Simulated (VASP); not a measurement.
**BN: single point with PBE0**

BN:

```
CELL_PARAMETERS angstrom
2.54395 0.00000 0.00000
-1.27197 2.20312 0.00000
0.00000 0.00000 4.20782
ATOMIC_POSITIONS crystal
B 0.66667 0.33333 0.00020
B 0.33333 0.66667 0.50020
N 0.66667 0.33333 0.37480
N 0.33333 0.66667 0.87480
```

```yaml
Program: VASP 6.6.1
Task: single point
Functional: PBE0
Potentials_or_basis: VASP PAW PBE potentials, release 64 (B, N)
Cutoff: 520 eV
k_mesh: 6 × 6 × 4
Occupations: gaussian, width 0.01 eV
Spin: no spin polarisation
```

The pressure is -3.9 GPa and the largest force is 0.011 eV/Å. The band gap on the k mesh is 7.29 eV (least direct gap 10.75 eV).

Forces in eV/Å, atoms in the order of the input:
```
B    0.000  0.000 -0.011
B    0.000  0.000 -0.011
N    0.000  0.000  0.011
N    0.000  0.000  0.011
```

Stress tensor (GPa, compression positive):
```
-3.68  0.00  0.00
 0.00 -3.68  0.00
 0.00  0.00 -4.40
```

Levels at points of the mesh, in eV from the valence-band top:
| k point | band 4 | band 5 | band 6 | band 7 | band 8 | band 9 | band 10 | band 11 | band 12 | band 13 |
| --- | --- | --- | --- | --- | --- | --- | --- | --- | --- | --- |
| (0.00, 0.00, 0.00) | -2.31 | -2.31 | -0.26 | 0.00 | 0.00 | 10.88 | 10.88 | 11.13 | 12.04 | 13.42 |
| (0.50, 0.00, 0.00) | -8.56 | -7.55 | -5.42 | -4.73 | -2.30 | 8.95 | 10.30 | 13.23 | 14.06 | 15.79 |
| (0.00, 0.00, 0.50) | -6.23 | -1.28 | -1.28 | -1.28 | -1.28 | 12.02 | 12.02 | 12.53 | 12.53 | 12.53 |
| (0.50, 0.00, 0.50) | -10.96 | -4.10 | -4.10 | -3.88 | -3.88 | 8.85 | 8.85 | 12.48 | 12.48 | 17.25 |

It took 24 min on 1 thread of AMD EPYC 7R43 64-Core Processor (Zen 3) (shared host), peak memory 0.11 GiB.

Caveat: the k points lie up to 0.48 Å⁻¹ apart; the PAW data sets were made with another functional, which shifts forces and pressure a little. A k mesh can miss the band edges.
